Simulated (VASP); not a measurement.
# GaN (I4/mmm) in VASP: further runs

Aim: see how the results for GaN move with the level of theory and the settings. Levels: PBE, r2SCAN. Tasks: single point.

All numbers are computed with VASP 6.6.1; they aren't measurements. Logs are shortened: lines on timing, memory, paths and dates and some standing lists are left out, and cuts for length are marked.

**1. The cell of the first run**

The structure is tetragonal, space group I4/mmm (No. 139). Conventional cell: a = 3.056 Å, b = 3.056 Å, c = 4.120 Å, α = 90.00°, β = 90.00°, γ = 90.00°. Ga (site symmetry 4/mmm) has 6 N at 2.06 to 2.16 Å within 2.7 Å. Within 2.7 Å of N (site symmetry 4/mmm) lie 6 Ga at 2.06 to 2.16 Å.

**2. Single point, PBE (epitaxial xy strain +2.5%)**

Contents of INCAR:

```
  PREC = Accurate
  ENCUT = 520
  EDIFF = 1E-6
  ISMEAR = -1
  SIGMA = 0.02
  LREAL = F
  LASPH = T
  NELM = 80
  ALGO = Normal
  ISIF = 2
  LWAVE = F
  LCHARG = F
  GGA = PE
  NBANDS = 16
```

Contents of KPOINTS:

```
Automatic mesh
0
Gamma
  10 10 10
```

Contents of POSCAR:

```
GaN
1.0
    0.0000000000      2.1612281172      2.0600875749
    2.1612281172      0.0000000000      2.0600875749
    2.1612281172      2.1612281172      0.0000000000
Ga N
1 1
Direct
    0.0000000000      0.0000000000      0.0000000000
    0.5000000000      0.5000000000      0.5000000000
```

Potentials or basis: VASP PAW PBE potentials, release 64 (Ga_d, N).

Started as:

```
$ cat potpaw_PBE.64/Ga_d/POTCAR potpaw_PBE.64/N/POTCAR > POTCAR
$ mpirun -np 1 vasp_std > vasp.out
```

OUTCAR:

```text
PREC = Accurate
   ENCUT = 520
   EDIFF = 1E-6
   ISMEAR = -1
   LREAL = F
   LASPH = T
   NELM = 80
   ISIF = 2
   GGA = PE

 ion  position               nearest neighbor table
   1  0.000  0.000  0.000-   2 2.06   2 2.06   2 2.16   2 2.16   2 2.16   2 2.16
   2  0.500  0.500  0.500-   1 2.06   1 2.06   1 2.16   1 2.16   1 2.16   1 2.16

  LATTYP: Found a body centered tetragonal cell.
 ALAT       =     3.0564381147
 C/A-ratio  =     1.3480315960

  Lattice vectors:

 A1 = (   0.0000000000,  -2.1612281172,  -2.0600875749)
 A2 = (   0.0000000000,   2.1612281172,  -2.0600875749)
 A3 = (   2.1612281172,   0.0000000000,   2.0600875749)

Analysis of symmetry for initial positions (statically):
=====================================================================
 Subroutine PRICEL returns:
 Original cell was already a primitive cell.

 Routine SETGRP: Setting up the symmetry group for a
 body centered tetragonal supercell.

 Subroutine GETGRP returns: Found 16 space group operations
 (whereof 16 operations were pure point group operations)
 out of a pool of 16 trial point group operations.

The static configuration has the point symmetry D_4h.

Analysis of symmetry for dynamics (positions and initial velocities):
=====================================================================
 Subroutine PRICEL returns:
 Original cell was already a primitive cell.

 Routine SETGRP: Setting up the symmetry group for a
 body centered tetragonal supercell.

 Subroutine GETGRP returns: Found 16 space group operations
 (whereof 16 operations were pure point group operations)
 out of a pool of 16 trial point group operations.

The dynamic configuration has the point symmetry D_4h.

 Subroutine INISYM returns: Found 16 space group operations
 (whereof 16 operations are pure point group operations),
 and found     1 'primitive' translations

----------------------------------------------------------------------------------------

                                     Primitive cell

  volume of cell :      19.2450

  direct lattice vectors                    reciprocal lattice vectors
     0.000000000  2.161228117  2.060087575    -0.231349942  0.231349942  0.242708129
     2.161228117  0.000000000  2.060087575     0.231349942 -0.231349942  0.242708129
     2.161228117  2.161228117  0.000000000     0.231349942  0.231349942 -0.242708129

  length of vectors
     2.985777586  2.985777586  3.056438115     0.407373081  0.407373081  0.407373081

  position of ions in fractional coordinates (direct lattice)
[... 8 lines left out ...]
----------------------------------------------------------------------------------------

 KPOINTS: Automatic mesh

Automatic generation of k-mesh.
 Grid dimensions read from file:
 generate k-points for:   10   10   10

 Generating k-lattice:

  Cartesian coordinates                     Fractional coordinates (reciprocal lattice)
    -0.023134994  0.023134994  0.024270813     0.100000000 -0.000000000  0.000000000
     0.023134994 -0.023134994  0.024270813    -0.000000000  0.100000000  0.000000000
     0.023134994  0.023134994 -0.024270813     0.000000000  0.000000000  0.100000000

  Length of vectors
     0.040737308  0.040737308  0.040737308

  Shift w.r.t. Gamma in fractional coordinates (k-lattice)
     0.000000000  0.000000000  0.000000000

 Subroutine IBZKPT returns following result:
 ===========================================

 Found    102 irreducible k-points:

 Following reciprocal coordinates:
            Coordinates               Weight
  0.000000  0.000000  0.000000      1.000000
  0.100000 -0.000000  0.000000      8.000000
  0.200000 -0.000000  0.000000      8.000000
  0.300000  0.000000  0.000000      8.000000
  0.400000  0.000000  0.000000      8.000000
  0.500000  0.000000  0.000000      4.000000
[... 16 lines left out ...]
  0.300000  0.300000  0.000000      2.000000
  0.400000  0.300000  0.000000      8.000000
 [... further k-points ...]
   k-points           NKPTS =    102   k-points in BZ     NKDIM =    102   number of bands    NBANDS=     16
   number of dos      NEDOS =    301   number of ions     NIONS =      2
   total plane-waves  NPLWV =  13824
   dimension x,y,z NGX =    24 NGY =   24 NGZ =   24
   dimension x,y,z NGXF=    48 NGYF=   48 NGZF=   48
   ions per type =               1   1
   NGX,Y,Z   is equivalent  to a cutoff of  13.36, 13.36, 13.05 a.u.
   NGXF,Y,Z  is equivalent  to a cutoff of  26.73, 26.73, 26.11 a.u.
 SYSTEM =  unknown system
   PREC   = accura    normal or accurate (medium, high low for compatibility)
   ISTART =      0    job   : 0-new  1-cont  2-samecut
   ICHARG =      2    charge: 1-file 2-atom 10-const
   ISPIN  =      1    spin polarized calculation?
   LNONCOLLINEAR =      F non collinear calculations
   LSORBIT =      F    spin-orbit coupling
   LASPH  =      T    aspherical Exc in radial PAW
   ENCUT  =  520.0 eV  38.22 Ry    6.18 a.u.   5.55  5.55  5.68*2*pi/ulx,y,z
   NELM   =     80;   NELMIN=  2; NELMDL= -5     # of ELM steps
   EDIFF  = 0.1E-05   stopping-criterion for ELM
   LREAL  =      F    real-space projection
   EDIFFG = 0.1E-04   stopping-criterion for IOM
   NSW    =      0    number of steps for IOM
   IBRION =     -1    ionic relax: 0-MD 1-quasi-New 2-CG
   NFREE  =      0    steps in history (QN), initial steepest desc. (CG)
   ISIF   =      2    stress and relaxation
   ISYM   =      2    0-nonsym 1-usesym 2-fastsym
   POTIM  = 0.5000    time-step for ionic-motion
   TEBEG  =    0.0;   TEEND  =   0.0 temperature during run
   PSTRESS=    0.0 pullay stress
   NELECT =      18.0000    total number of electrons
   NUPDOWN=      -1.0000    fix difference up-down
   EMIN   =  10.00;   EMAX   =-10.00  energy-range for DOS
   EFERMI =   0.00;   METHOD = LEGACY
   ISMEAR =    -1;   SIGMA  =   0.02  broadening in eV -4-tet -1-fermi 0-gaus
   EFERMI_NEDOS =   21; number of points for ismear=-14 and -15
   IALGO  =     38    algorithm
   IMIX   =      4    mixing-type and parameters
     AMIX     =   0.40;   BMIX     =  1.00
     AMIX_MAG =   1.60;   BMIX_MAG =  1.00
  volume/ion in A,a.u.               =       9.62        64.94
  Fermi-wavevector in a.u.,A,eV,Ry     =   1.601008  3.025465 34.874794  2.563225
  Thomas-Fermi vector in A             =   2.698054
   LORBIT       =      0    0 simple, 1 ext, 2 COOP (PROOUT), +10 PAW based schemes
   GGA     = PE    functional components
   LHFCALC =     F    Hartree Fock is set to
   AEXX    =    0.0000 exact exchange contribution
   IVDW    =     0    specifies the selected vdW correction
   LEPSILON=     F    determine dielectric tensor
   LRPA    =     F    only Hartree local field effects (RPA)
 non-spin polarized calculation
  energy-cutoff  :      520.00
  volume of cell :       19.24
 maximum number of plane-waves:       535
 NGX is ok and might be reduce to    24
   NGX = 11   NGY = 11   NGZ = 11

 number of electron      18.0000007 magnetization

 Free energy of the ion-electron system (eV)
  ---------------------------------------------------
  ext. energy  EPLUGINS =         0.00000000
  ---------------------------------------------------
  free energy    TOTEN  =       -11.18759086 eV

  energy without entropy =      -11.18758084  energy(sigma->0) =      -11.18758585

 E-fermi :   7.7867     XC(G=0): -12.9665

 val. band max:        7.6572896494   @ k =  -0.2000   0.0000   0.2000
 cond. band min:       7.8655024284   @ k =   0.5000   0.5000   0.0000
 fundamental gap:      0.2082127790
 Fermi energy:         7.7866793072

 k-point     1 :       0.0000    0.0000    0.0000
  band No.  band energies     occupation
      1      -9.4733      2.00000
      2      -6.3468      2.00000
      3      -6.3468      2.00000
      4      -6.3278      2.00000
      5      -6.2849      2.00000
      6      -6.2123      2.00000
[... 8 lines left out ...]
     15      22.5690      0.00000
     16      23.7072      0.00000

 k-point     2 :       0.1000   -0.0000    0.0000
  band No.  band energies     occupation
      1      -9.2826      2.00000
      2      -6.3494      2.00000
      3      -6.3404      2.00000
      4      -6.3223      2.00000
      5      -6.2899      2.00000
      6      -6.2291      2.00000
[... 8 lines left out ...]
     15      23.2498      0.00000
     16      24.1645      0.00000

 k-point     3 :       0.2000   -0.0000    0.0000
  band No.  band energies     occupation
      1      -8.7309      2.00000
      2      -6.3737      2.00000
      3      -6.3675      2.00000
      4      -6.3300      2.00000
      5      -6.2521      2.00000
      6      -6.2387      2.00000
[... 8 lines left out ...]
     15      24.4982      0.00000
     16      24.7223      0.00000

 k-point     4 :       0.3000    0.0000    0.0000
  band No.  band energies     occupation
      1      -7.8962      2.00000
      2      -6.4333      2.00000
      3      -6.4096      2.00000
      4      -6.3698      2.00000
      5      -6.1988      2.00000
      6      -6.1858      2.00000
[... 8 lines left out ...]
     15      26.3672      0.00000
     16      26.3755      0.00000
[... 324 lines left out ...]
 k-point    22 :      -0.2000    0.2000    0.0000
  band No.  band energies     occupation
      1      -7.9420      2.00000
      2      -6.4054      2.00000
      3      -6.3732      2.00000
      4      -6.3591      2.00000
      5      -6.2400      2.00000
      6      -5.8781      2.00000
[... 8 lines left out ...]
     15      26.9672      0.00000
     16      28.1388      0.00000

 k-point    23 :       0.3000    0.3000    0.0000
  band No.  band energies     occupation
      1      -7.9152      2.00000
      2      -6.4531      2.00000
      3      -6.2016      2.00000
      4      -6.1804      2.00000
      5      -6.1804      2.00000
      6      -5.7404      2.00000
[... 8 lines left out ...]
     15      30.6454      0.00000
     16      33.5351      0.00000

 k-point    24 :       0.4000    0.3000    0.0000
  band No.  band energies     occupation
      1      -7.8253      2.00000
      2      -6.4699      2.00000
      3      -6.2275      2.00000
      4      -6.1600      2.00000
      5      -6.1143      2.00000
      6      -4.9950      2.00000
[... 8 lines left out ...]
     15      31.6557      0.00000
     16      33.8965      0.00000

 [... further k-points ...]

------------------------ aborting loop because EDIFF is reached ----------------------------------------

  FORCE on cell =-STRESS in cart. coord.  units (eV):
  Direction    XX          YY          ZZ          XY          YZ          ZX
  --------------------------------------------------------------------------------------
  -------------------------------------------------------------------------------------
  Total        0.0991584      0.0991584      1.1459601      0.0000000      0.0000000      0.0000000
  in kB        8.2551128      8.2551128     95.4032539      0.0000000      0.0000000      0.0000000
  external PRESSURE =      37.3044932 kB  Pullay stress =       0.0000000 kB

 VOLUME and BASIS-vectors are now :
 -----------------------------------------------------------------------------
  energy-cutoff  :      520.00
  volume of cell :       19.24
      direct lattice vectors                 reciprocal lattice vectors
     0.000000000  2.161228117  2.060087575    -0.231349942  0.231349942  0.242708129
     2.161228117  0.000000000  2.060087575     0.231349942 -0.231349942  0.242708129
     2.161228117  2.161228117  0.000000000     0.231349942  0.231349942 -0.242708129

 POSITION                                       TOTAL-FORCE (eV/Angst)
 -----------------------------------------------------------------------------------
      0.00000      0.00000      0.00000         0.000000      0.000000     -0.000000
      2.16123      2.16123      2.06009         0.000000     -0.000000      0.000000
 -----------------------------------------------------------------------------------
    total drift:                                0.000000     -0.000000     -0.000000

  FREE ENERGIE OF THE ION-ELECTRON SYSTEM (eV)
  ---------------------------------------------------
  free  energy   TOTEN  =       -11.1875908613 eV

  energy  without entropy=      -11.1875808438  energy(sigma->0) =      -11.18758585
```

Run time: 18 s. Hardware: 1 thread of Intel Xeon 6975P-C, shared host; peak memory 0.16 GiB.

What came out:

```yaml
Free_energy: -11.1876 eV
Pressure: 3.7 GPa
Band_gap_on_the_k_mesh: 0.21 eV, indirect (least direct gap 2.38 eV)
```

Caveat: the cell differs from its parent crystal (epitaxial xy strain +2.5%). A k mesh can miss the band edges.

**3. Single point, r2SCAN (epitaxial xy strain +2.5%)**

POSCAR is that of step 2.

Contents of INCAR.step1:

```
PREC = Accurate
ENCUT = 520
ISMEAR = 0
SIGMA = 0.01
LREAL = False
LASPH = True
NELM = 80
NBANDS = 16
GGA = PE
ALGO = Normal
EDIFF = 1E-4
LWAVE = True
LCHARG = False
```

Contents of INCAR.step2:

```
PREC = Accurate
ENCUT = 520
EDIFF = 1E-6
ISMEAR = 0
SIGMA = 0.01
LREAL = False
LASPH = True
NELM = 80
ALGO = Normal
ISIF = 2
LWAVE = False
LCHARG = False
METAGGA = R2SCAN
LMIXTAU = True
NBANDS = 16
ISTART = 1
```

Contents of KPOINTS:

```
regular mesh
0
Gamma
  10 10 10
```

Potentials or basis: VASP PAW PBE potentials, release 64 (Ga_d, N).

Started as:

```
$ cat potpaw_PBE.64/Ga_d/POTCAR potpaw_PBE.64/N/POTCAR > POTCAR
$ cp INCAR.step1 INCAR
$ mpirun -np 1 vasp_std > vasp.out
$ cp INCAR.step2 INCAR
$ mpirun -np 1 vasp_std > vasp.out
```

OUTCAR:

```text
PREC = Accurate
   ENCUT = 520
   EDIFF = 1E-6
   ISMEAR = 0
   LREAL = False
   LASPH = True
   NELM = 80
   ISIF = 2
   METAGGA = R2SCAN
   ISTART = 1

 ion  position               nearest neighbor table
   1  0.000  0.000  0.000-   2 2.06   2 2.06   2 2.16   2 2.16   2 2.16   2 2.16
   2  0.500  0.500  0.500-   1 2.06   1 2.06   1 2.16   1 2.16   1 2.16   1 2.16

  LATTYP: Found a body centered tetragonal cell.
 ALAT       =     3.0564381147
 C/A-ratio  =     1.3480315960

  Lattice vectors:
[... 644 lines left out ...]

------------------------ aborting loop because EDIFF is reached ----------------------------------------

  FORCE on cell =-STRESS in cart. coord.  units (eV):
  Direction    XX          YY          ZZ          XY          YZ          ZX
  --------------------------------------------------------------------------------------
  -------------------------------------------------------------------------------------
  Total       -0.8227392     -0.8227392      0.1858884      0.0000000      0.0000000      0.0000000
  in kB      -68.4945320    -68.4945320     15.4755499      0.0000000      0.0000000      0.0000000
  external PRESSURE =     -40.5045047 kB  Pullay stress =       0.0000000 kB

 VOLUME and BASIS-vectors are now :
 -----------------------------------------------------------------------------
  energy-cutoff  :      520.00
  volume of cell :       19.24
      direct lattice vectors                 reciprocal lattice vectors
     0.000000000  2.161228117  2.060087575    -0.231349942  0.231349942  0.242708129
     2.161228117  0.000000000  2.060087575     0.231349942 -0.231349942  0.242708129
     2.161228117  2.161228117  0.000000000     0.231349942  0.231349942 -0.242708129

 POSITION                                       TOTAL-FORCE (eV/Angst)
 -----------------------------------------------------------------------------------
      0.00000      0.00000      0.00000         0.000000      0.000000     -0.000000
      2.16123      2.16123      2.06009        -0.000000     -0.000000      0.000000
 -----------------------------------------------------------------------------------
    total drift:                                0.000000     -0.000000     -0.000000

  FREE ENERGIE OF THE ION-ELECTRON SYSTEM (eV)
  ---------------------------------------------------
  free  energy   TOTEN  =       -20.9546867844 eV

  energy  without entropy=      -20.9546867844  energy(sigma->0) =      -20.95468678
```

Run time: 81 s. Hardware: 1 thread of Intel Xeon 6975P-C, shared host; peak memory 0.17 GiB.

What came out:

```
Free energy            : -20.9547 eV
Pressure               : -4.1 GPa
Band gap on the k mesh : 0.71 eV, indirect (least direct gap 2.94 eV)
```

Caveat: the cell differs from its parent crystal (epitaxial xy strain +2.5%); the PAW data sets were made with another functional, which shifts forces and pressure a little. A k mesh can miss the band edges.
